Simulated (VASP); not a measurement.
# C (Fd-3m) in VASP: further runs, part 2 of 2

VASP 6.6.1. Earlier steps stand in the parts before.

## 3. G0W0 quasiparticle levels, PBE

POSCAR reads:

```
C
1.0
    0.0000000000      1.7835000000      1.7835000000
    1.7835000000      0.0000000000      1.7835000000
    1.7835000000      1.7835000000      0.0000000000
C
2
Direct
    0.0000000000      0.0000000000      0.0000000000
    0.2500000000      0.2500000000      0.2500000000
```

INCAR.step1 reads:

```
PREC     = Accurate       # precision mode
ENCUT    = 500            # plane-wave cutoff, eV
EDIFF    = 1E-8           # SCF threshold, eV
ISMEAR   = 0              # smearing method
SIGMA    = 0.01           # smearing width, eV
LREAL    = F              # projectors in reciprocal space
LASPH    = T              # aspherical terms in the spheres
NELM     = 80             # most SCF steps
ALGO     = Normal         # electronic algorithm
LWAVE    = T              # write WAVECAR
LCHARG   = F              # write CHGCAR
GGA      = PE             # functional
```

INCAR.step2 reads:

```
PREC     = Accurate       # precision mode
ENCUT    = 500            # plane-wave cutoff, eV
EDIFF    = 1E-8           # SCF threshold, eV
ISMEAR   = 0              # smearing method
SIGMA    = 0.01           # smearing width, eV
LREAL    = F              # projectors in reciprocal space
LASPH    = T              # aspherical terms in the spheres
NELM     = 1              # most SCF steps
ALGO     = Exact          # electronic algorithm
LWAVE    = T              # write WAVECAR
LCHARG   = F              # write CHGCAR
GGA      = PE             # functional
NBANDS   = 114            # bands
LOPTICS  = T              # frequency-dependent dielectric function
ISTART   = 1
```

INCAR.step3 reads:

```
PREC     = Accurate       # precision mode
ENCUT    = 500            # plane-wave cutoff, eV
EDIFF    = 1E-8           # SCF threshold, eV
ISMEAR   = 0              # smearing method
SIGMA    = 0.01           # smearing width, eV
LREAL    = F              # projectors in reciprocal space
LASPH    = T              # aspherical terms in the spheres
ALGO     = EVGW0          # electronic algorithm
LWAVE    = F              # write WAVECAR
LCHARG   = F              # write CHGCAR
GGA      = PE             # functional
NELMGW   = 1            
NBANDS   = 114            # bands
ENCUTGW  = 180.0          # cutoff of the response function
NOMEGA   = 48             # frequency points
PRECFOCK = Fast         
ISTART   = 1            
NBANDSGW = 12
```

KPOINTS reads:

```
Automatic mesh
0
Gamma
  2 2 2
```

Potentials or basis: VASP PAW PBE potentials, release 64 (C_GW).

The run is started by

```
> cat potpaw_PBE.64/C_GW/POTCAR > POTCAR
> cp INCAR.step1 INCAR
> mpirun -np 1 vasp_std > vasp.out
> cp INCAR.step2 INCAR
> mpirun -np 1 vasp_std > vasp.out
> cp INCAR.step3 INCAR
> mpirun -np 1 vasp_std > vasp.out
```

OUTCAR:

```text
PREC = Accurate
   ENCUT = 500
   EDIFF = 1E-8
   ISMEAR = 0
   LREAL = F
   LASPH = T
   GGA = PE
   NELMGW = 1
   ENCUTGW = 180.0
   PRECFOCK = Fast
   ISTART = 1

 ion  position               nearest neighbor table
   1  0.000  0.000  0.000-   2 1.54   2 1.54   2 1.54   2 1.54
   2  0.250  0.250  0.250-   1 1.54   1 1.54   1 1.54   1 1.54

  LATTYP: Found a face centered cubic cell.
 ALAT       =     3.5670000000

  Lattice vectors:

 A1 = (   0.0000000000,   1.7835000000,   1.7835000000)
 A2 = (   1.7835000000,   0.0000000000,   1.7835000000)
 A3 = (   1.7835000000,   1.7835000000,   0.0000000000)

Analysis of symmetry for initial positions (statically):
=====================================================================
 Subroutine PRICEL returns:
 Original cell was already a primitive cell.

 Routine SETGRP: Setting up the symmetry group for a
 face centered cubic supercell.

 Subroutine GETGRP returns: Found 48 space group operations
 (whereof 24 operations were pure point group operations)
 out of a pool of 48 trial point group operations.

The static configuration has the point symmetry T_d .
 The point group associated with its full space group is O_h .

Analysis of symmetry for dynamics (positions and initial velocities):
=====================================================================
 Subroutine PRICEL returns:
 Original cell was already a primitive cell.

[... 100 lines left out ...]
   EFERMI =   0.00;   METHOD = LEGACY
   ISMEAR =     0;   SIGMA  =   0.01  broadening in eV -4-tet -1-fermi 0-gaus
   EFERMI_NEDOS =   21; number of points for ismear=-14 and -15
   IALGO  =     38    algorithm
   IMIX   =      4    mixing-type and parameters
     AMIX     =   0.40;   BMIX     =  1.00
     AMIX_MAG =   1.60;   BMIX_MAG =  1.00
  volume/ion in A,a.u.               =       5.67        38.28
  Fermi-wavevector in a.u.,A,eV,Ry     =   1.457097  2.753514 28.886949  2.123131
  Thomas-Fermi vector in A             =   2.573938
   LORBIT       =      0    0 simple, 1 ext, 2 COOP (PROOUT), +10 PAW based schemes
   GGA     = PE    functional components
   LHFCALC =     T    Hartree Fock is set to
   PRECFOCK=fast      Normal, Fast or Accurate (Low or Medium for compatibility)
   ENCUT4O =  -1.0   cutoff for four orbital integrals eV
   NKREDX  =     1    reduce k-point grid by
   NKREDY  =     1    reduce k-point grid by
   NKREDZ  =     1    reduce k-point grid by
   AEXX    =    1.0000 exact exchange contribution
   HFSCREEN=    0.0000 screening length (either q_TF or 0.3 A-1)
   HFSCREENC=   0.0000 screening length for correlation (either q_TF or 0.3 A-1)
   ENCUTFOCK=  -1.0 apply spherical cutoff to Coloumb kernel
   IVDW    =     0    specifies the selected vdW correction
   LEPSILON=     F    determine dielectric tensor
   LRPA    =     F    only Hartree local field effects (RPA)
   LRPAFORCE           =     F    calculate RPA forces
   ENCUTGW             = 180.0    cutoff for response function in eV
   ENCUTGWSOFT         = 144.0    soft cutoff for Coulomb kernel in GW response function in eV
   ENCUTLF             =  -1.0    cutoff for local field effects
   NELMGW              =     1    number of iterations in solving QP/BSE equation
   NELMHF              =     1    number of iterations in the inner HF iteration
   NKREDLFX            =     1    NKREDLFY  =   1   NKREDLFZ  =   1
 non-spin polarized calculation
 Gauss-broadening in eV      SIGMA  =   0.01
  energy-cutoff  :      500.00
  volume of cell :       11.35
 maximum number of plane-waves:       302
  NGX = 12; NGY = 12; NGZ = 12
   NGX =  9   NGY =  9   NGZ =  9
 maximum number of plane-waves:        70

 QP shifts <psi_nk| G(iteration)W_0 |psi_nk>: iteration 1
 for sc-GW calculations column KS-energies equals QP-energies in previous step
 and V_xc(KS)=  KS-energies - (<T + V_ion + V_H > + <T+V_H+V_ion>^1  + <V_x>^1)

 k-point   1 :       0.0000    0.0000    0.0000
  band No.  KS-energies  QP-energies   sigma(KS)   V_xc(KS)     V^pw_x(r,r')   Z            occupation Imag(sigma)

      1     -11.4776     -13.3140     -17.1133     -14.6954     -25.1098       0.7595       2.0000       1.6189
      2      10.1498       9.3988     -17.7894     -16.8717     -21.2529       0.8184       2.0000       0.1442
      3      10.1498       9.3988     -17.7894     -16.8717     -21.2529       0.8184       2.0000       0.1442
      4      10.1498       9.3988     -17.7894     -16.8717     -21.2529       0.8184       2.0000       0.1442
      5      15.6456      16.3884     -14.5525     -15.4727      -8.0420       0.8073       0.0000      -0.1983
      6      15.6456      16.3884     -14.5525     -15.4727      -8.0420       0.8073       0.0000      -0.1983
      7      15.6456      16.3884     -14.5525     -15.4727      -8.0420       0.8073       0.0000      -0.1983
      8      23.4634      23.9465     -15.6881     -16.3300      -7.0290       0.7527       0.0000      -0.5079
      9      29.2469      28.9624     -11.9409     -11.5901      -4.0328       0.8111       0.0000      -0.5613
     10      36.4085      36.8866     -13.2059     -13.8003      -5.5976       0.8044       0.0000      -0.4621
     11      36.4085      36.8866     -13.2059     -13.8003      -5.5976       0.8044       0.0000      -0.4621
     12      37.3600      37.3460     -11.2479     -11.2309      -2.9701       0.8230       0.0000      -0.9758
[... 20 lines left out ...]
      1      -2.7201      -4.1679     -17.3122     -15.5207     -23.1138       0.8082       2.0000       0.6825
      2      -2.7201      -4.1679     -17.3122     -15.5207     -23.1138       0.8082       2.0000       0.6825
      3       3.7678       2.8476     -16.9174     -15.7593     -21.2582       0.7946       2.0000       0.2112
      4       3.7678       2.8476     -16.9174     -15.7593     -21.2582       0.7946       2.0000       0.2112
      5      14.7103      14.7705     -13.2626     -13.3365      -6.8475       0.8140       0.0000      -0.1833
      6      14.7103      14.7705     -13.2626     -13.3365      -6.8475       0.8140       0.0000      -0.1833
      7      27.0104      28.3516     -15.4489     -17.0435      -6.8219       0.8411       0.0000      -0.7229
      8      27.0104      28.3516     -15.4489     -17.0435      -6.8219       0.8411       0.0000      -0.7229
      9      33.3666      34.1620     -14.1790     -15.1800      -5.2072       0.7946       0.0000      -0.7992
     10      33.3666      34.1620     -14.1790     -15.1800      -5.2072       0.7946       0.0000      -0.7992
     11      42.3069      42.8103     -12.4777     -13.0865      -4.5151       0.8269       0.0000      -0.8076
     12      42.3069      42.8103     -12.4777     -13.0865      -4.5151       0.8269       0.0000      -0.8076
```

OUTCAR.step1:

```text
PREC = Accurate
   ENCUT = 500
   EDIFF = 1E-8
   ISMEAR = 0
   LREAL = F
   LASPH = T
[... 230 lines left out ...]
 -----------------------------------------------------------------------------------
      0.00000      0.00000      0.00000        -0.000000     -0.000000     -0.000000
      0.89175      0.89175      0.89175         0.000000      0.000000      0.000000
 -----------------------------------------------------------------------------------
    total drift:                               -0.000000     -0.000000     -0.000000

  FREE ENERGIE OF THE ION-ELECTRON SYSTEM (eV)
  ---------------------------------------------------
  free  energy   TOTEN  =       -15.0059576894 eV

  energy  without entropy=      -15.0059576894  energy(sigma->0) =      -15.00595769
```

Wall time 5.1 s (1 thread of Intel Xeon 6975P-C, shared host); peak memory 0.12 GiB.

Results:

```
Band gap on the k mesh, mean-field level : 4.56 eV, indirect (least direct gap 5.50 eV)
Quasiparticle gap                        : 5.37 eV
Least direct quasiparticle gap           : 6.99 eV
```

Caveat: the k points lie up to 1.53 Å⁻¹ apart; bands, screening cutoff and mesh are small and nothing is extrapolated, so the quasiparticle values aren't converged. A k mesh can miss the band edges.

## 4. G0W0 quasiparticle levels, PBE

POSCAR is that of step 3.

INCAR.step1 reads:

```
ALGO = Normal
EDIFF = 1E-8
ENCUT = 500
GGA = PE
ISMEAR = 0
LASPH = True
LCHARG = False
LREAL = False
LWAVE = True
NELM = 100
PREC = Accurate
SIGMA = 0.01
```

INCAR.step2 reads:

```
ALGO = Exact
EDIFF = 1E-8
ENCUT = 500
GGA = PE
ISMEAR = 0
ISTART = 1
LASPH = True
LCHARG = False
LOPTICS = True
LREAL = False
LWAVE = True
NBANDS = 34
NELM = 1
PREC = Accurate
SIGMA = 0.01
```

INCAR.step3 reads:

```
ALGO = EVGW0
EDIFF = 1E-8
ENCUT = 500
ENCUTGW = 100.0
GGA = PE
ISMEAR = 0
ISTART = 1
LASPH = True
LCHARG = False
LREAL = False
LWAVE = False
NBANDS = 34
NBANDSGW = 12
NELMGW = 1
NOMEGA = 48
PREC = Accurate
PRECFOCK = Fast
SIGMA = 0.01
```

KPOINTS reads:

```
k-points
0
Gamma
  2 2 2
```

Potentials or basis: VASP PAW PBE potentials, release 64 (C_GW).

The run is started by

```
> cat potpaw_PBE.64/C_GW/POTCAR > POTCAR
> cp INCAR.step1 INCAR
> mpirun -np 1 vasp_std > vasp.out
> cp INCAR.step2 INCAR
> mpirun -np 1 vasp_std > vasp.out
> cp INCAR.step3 INCAR
> mpirun -np 1 vasp_std > vasp.out
```

OUTCAR:

```text
EDIFF = 1E-8
   ENCUT = 500
   ENCUTGW = 100.0
   GGA = PE
   ISMEAR = 0
   ISTART = 1
   LASPH = True
   LREAL = False
   NELMGW = 1
   PREC = Accurate
   PRECFOCK = Fast

 ion  position               nearest neighbor table
   1  0.000  0.000  0.000-   2 1.54   2 1.54   2 1.54   2 1.54
   2  0.250  0.250  0.250-   1 1.54   1 1.54   1 1.54   1 1.54

  LATTYP: Found a face centered cubic cell.
 ALAT       =     3.5670000000

  Lattice vectors:

 A1 = (   0.0000000000,   1.7835000000,   1.7835000000)
 A2 = (   1.7835000000,   0.0000000000,   1.7835000000)
 A3 = (   1.7835000000,   1.7835000000,   0.0000000000)

Analysis of symmetry for initial positions (statically):
=====================================================================
 Subroutine PRICEL returns:
 Original cell was already a primitive cell.

 Routine SETGRP: Setting up the symmetry group for a
[... 144 lines left out ...]
   NELMHF              =     1    number of iterations in the inner HF iteration
   NKREDLFX            =     1    NKREDLFY  =   1   NKREDLFZ  =   1
 non-spin polarized calculation
 Gauss-broadening in eV      SIGMA  =   0.01
  energy-cutoff  :      500.00
  volume of cell :       11.35
 maximum number of plane-waves:       302
  NGX = 12; NGY = 12; NGZ = 12
   NGX =  9   NGY =  9   NGZ =  9
 maximum number of plane-waves:        27
 NGX is ok and might be reduce to    10

 QP shifts <psi_nk| G(iteration)W_0 |psi_nk>: iteration 1
 for sc-GW calculations column KS-energies equals QP-energies in previous step
 and V_xc(KS)=  KS-energies - (<T + V_ion + V_H > + <T+V_H+V_ion>^1  + <V_x>^1)

 k-point   1 :       0.0000    0.0000    0.0000
  band No.  KS-energies  QP-energies   sigma(KS)   V_xc(KS)     V^pw_x(r,r')   Z            occupation Imag(sigma)

      1     -11.4776     -12.9888     -16.6842     -14.6954     -25.1098       0.7598       2.0000       1.6531
      2      10.1498       9.9390     -17.1284     -16.8717     -21.2529       0.8213       2.0000       0.1591
      3      10.1498       9.9390     -17.1284     -16.8717     -21.2529       0.8213       2.0000       0.1591
      4      10.1498       9.9390     -17.1284     -16.8717     -21.2529       0.8213       2.0000       0.1591
      5      15.6456      16.7732     -14.0782     -15.4727      -8.0420       0.8086       0.0000      -0.1985
      6      15.6456      16.7732     -14.0782     -15.4727      -8.0420       0.8086       0.0000      -0.1985
      7      15.6456      16.7732     -14.0782     -15.4727      -8.0420       0.8086       0.0000      -0.1985
      8      23.4634      24.4820     -14.9908     -16.3300      -7.0290       0.7606       0.0000      -0.4875
      9      29.2469      29.2402     -11.5983     -11.5901      -4.0328       0.8196       0.0000      -0.5840
     10      36.4085      37.3634     -12.6217     -13.8003      -5.5976       0.8103       0.0000      -0.4604
     11      36.4085      37.3634     -12.6217     -13.8003      -5.5976       0.8103       0.0000      -0.4604
     12      37.3600      37.7901     -10.7112     -11.2309      -2.9701       0.8275       0.0000      -0.8755
[... 20 lines left out ...]
      1      -2.7201      -3.7770     -16.8261     -15.5207     -23.1138       0.8097       2.0000       0.7029
      2      -2.7201      -3.7770     -16.8261     -15.5207     -23.1138       0.8097       2.0000       0.7029
      3       3.7678       3.2662     -16.3874     -15.7593     -21.2582       0.7986       2.0000       0.2286
      4       3.7678       3.2662     -16.3874     -15.7593     -21.2582       0.7986       2.0000       0.2286
      5      14.7103      15.0666     -12.9012     -13.3365      -6.8475       0.8187       0.0000      -0.1858
      6      14.7103      15.0666     -12.9012     -13.3365      -6.8475       0.8187       0.0000      -0.1858
      7      27.0104      28.9557     -14.7326     -17.0435      -6.8219       0.8418       0.0000      -0.6909
      8      27.0104      28.9557     -14.7326     -17.0435      -6.8219       0.8418       0.0000      -0.6909
      9      33.3666      34.6940     -13.5164     -15.1800      -5.2072       0.7979       0.0000      -0.7832
     10      33.3666      34.6940     -13.5164     -15.1800      -5.2072       0.7979       0.0000      -0.7832
     11      42.3069      43.2599     -11.9387     -13.0865      -4.5151       0.8303       0.0000      -0.8340
     12      42.3069      43.2599     -11.9387     -13.0865      -4.5151       0.8303       0.0000      -0.8340
```

OUTCAR.step1:

```text
EDIFF = 1E-8
   ENCUT = 500
   GGA = PE
   ISMEAR = 0
   LASPH = True
[... 231 lines left out ...]
 -----------------------------------------------------------------------------------
      0.00000      0.00000      0.00000        -0.000000     -0.000000     -0.000000
      0.89175      0.89175      0.89175         0.000000      0.000000      0.000000
 -----------------------------------------------------------------------------------
    total drift:                               -0.000000     -0.000000     -0.000000

  FREE ENERGIE OF THE ION-ELECTRON SYSTEM (eV)
  ---------------------------------------------------
  free  energy   TOTEN  =       -15.0059576894 eV

  energy  without entropy=      -15.0059576894  energy(sigma->0) =      -15.00595769
```

OUTCAR.step2:

```text
EDIFF = 1E-8
   ENCUT = 500
   GGA = PE
   ISMEAR = 0
[... 590 lines left out ...]
  --------------------------------------------------------------------------------------------------------------
     0.00000    17.30269    17.30269    17.30269    -0.00000    -0.00000    -0.00000
     1.51464    18.16447    18.16447    18.16447    -0.00000    -0.00000    -0.00000
     3.02929    21.78407    21.78407    21.78407    -0.00000    -0.00000    -0.00000
     4.54393    38.38739    38.38739    38.38739    -0.00000    -0.00000    -0.00000
     6.05857   -25.43207   -25.43207   -25.43207    -0.00000    -0.00000    -0.00000
     7.57322     5.01334     5.01334     5.01334    -0.00000    -0.00000    -0.00000
[... 92 lines left out ...]
   148.43508     0.93080     0.93080     0.93080     0.00000     0.00000     0.00000
   149.94973     0.93224     0.93224     0.93224     0.00000     0.00000     0.00000
```

Run time: 4.5 s. Hardware: 1 thread of Intel Xeon 6975P-C, shared host; peak memory 0.12 GiB.

Results:

```
Band gap on the k mesh, mean-field level : 4.56 eV, indirect (least direct gap 5.50 eV)
Quasiparticle gap                        : 5.13 eV
Least direct quasiparticle gap           : 6.83 eV
```

Levels at points of the mesh, in eV from the valence-band top:
```tsv
k point	band 1	band 2	band 3	band 4	band 5	band 6	band 7	band 8
(0.00, 0.00, 0.00)	-21.63	0.00	0.00	0.00	5.50	5.50	5.50	13.31
(0.50, 0.00, 0.00)	-15.81	-13.53	-2.83	-2.83	8.34	8.34	8.77	15.58
(0.50, 0.50, 0.00)	-12.87	-12.87	-6.38	-6.38	4.56	4.56	16.86	16.86
```

Caveat: the k points lie up to 1.53 Å⁻¹ apart; bands, screening cutoff and mesh are small and nothing is extrapolated, so the quasiparticle values aren't converged. A k mesh can miss the band edges.
